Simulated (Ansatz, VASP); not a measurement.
**One calculation of GaN, two programs**

POSCAR

```
GaN
1.0
    0.0000000000      2.1589944395      2.3405572003
    2.1589944395      0.0000000000      2.3405572003
    2.1589944395      2.1589944395      0.0000000000
Ga N
1 1
Direct
    0.0000000000      0.0000000000      0.0000000000
    0.2500000000      0.2500000000      0.2500000000
```

Contents of INCAR.step1:

```
ALGO = Normal
EDIFF = 1E-4
ENCUT = 520
GGA = PE
ISMEAR = 0
LASPH = True
LCHARG = False
LREAL = False
LWAVE = True
NBANDS = 16
NELM = 80
PREC = Accurate
SIGMA = 0.01
```

INCAR.step2

```
ALGO = Normal
EDIFF = 1E-6
ENCUT = 520
ISIF = 2
ISMEAR = 0
ISTART = 1
LASPH = True
LCHARG = True
LELF = True
LMIXTAU = True
LREAL = False
LVHAR = True
LWAVE = False
METAGGA = R2SCAN
NBANDS = 16
NELM = 80
PREC = Accurate
SIGMA = 0.01
```

The input KPOINTS:

```
k-points
0
Gamma
  10 10 10
```

Input for Ansatz:

```yaml
crystal:
  lattice:
    - [0.0, 2.1589944395, 2.3405572003]
    - [2.1589944395, 0.0, 2.3405572003]
    - [2.1589944395, 2.1589944395, 0.0]
  atoms:
    - { symbol: Ga, position: [0.0, 0.0, 0.0] }
    - { symbol: "N", position: [0.25, 0.25, 0.25] }
kpoints:
  mp_grid: { grid: [10, 10, 10] }
  band_path:
    path:
      - [0.0, 0.0, 0.0]
      - [-0.5, -0.5, 0.0]
      - [-0.375, -0.375, 0.25]
      - [-0.375, 0.0, 0.375]
      - [0.0, 0.0, 0.5]
      - [-0.5, -0.25, 0.25]
    npoints: 1
hamiltonian:
  xc: r2scan
scf:
  occupations: { method: fixed }
  n_extra_bands: 4
output:
  forces: true
  stress: true
  eigenvalues: true
```

Change from the starting cell: epitaxial_xy strain -4.0%.

Alike in both runs: task single point; functional r2SCAN; k mesh 10 × 10 × 10; no spin polarisation.

|  | VASP | Ansatz |
| --- | --- | --- |
| version | VASP 6.6.1 | Ansatz 0.2.0 |
| potentials or method | VASP PAW PBE potentials, release 64 (Ga_d, N) | plane waves, PAW |
| plane-wave cutoff (eV) | 520 | 500 |
| occupations | gaussian, width 0.01 eV | fixed |
| valence electrons in the cell | 18 | 18 |

```csv
,VASP,Ansatz,Ansatz less VASP
gap on the k mesh at the Fermi level (eV),2.27,2.28,+0.011
pressure (GPa),9.6,8.4,-1.18
"traceless stress, the component that is largest in VASP (GPa)",-8.26,-8.44,-0.173
```

VASP's potentials were made for PBE, not for r2SCAN.
